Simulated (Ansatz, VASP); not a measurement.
**One calculation of Ge, two programs**

```
Ge
1.0
     4.11883    0.00000    0.00000
    -2.05942    3.56701    0.00000
     0.00000    0.00000    6.70055
Ge
4
Cartesian
  2.0594 1.1890 0.3910
  0.0000 2.3780 3.7413
  2.0594 1.1890 2.9593
  0.0000 2.3780 6.3095
```

Alike in both runs: task single point; functional PBE; k mesh 12 × 12 × 6; occupations gaussian, width 0.1 eV; no spin polarisation.

|  | VASP | Ansatz |
| --- | --- | --- |
| version | VASP 6.6.1 | Ansatz 0.2.0 |
| potentials or method | VASP PAW PBE potentials, release 64 (Ge_d), cutoff 520 eV | scalar-relativistic, plane waves, PAW |
| valence electrons in the cell | 56 | 56 |

```csv
,VASP,Ansatz,Ansatz less VASP
gap on the k mesh at the Fermi level (eV),none,none,-
pressure (GPa),-1.7,-1.6,+0.03
"traceless stress, the component that is largest in VASP (GPa)",-0.07,-0.08,-0.007
rms of the force components (eV/Å),0.237,0.237,+0.0006
```

Atom by atom the forces differ by 0.001 eV/Å (rms over components). A gap of «none» marks a metal or a gap that the smearing closes. With one functional, cell and mesh, what is left measures potentials, basis and numerics.
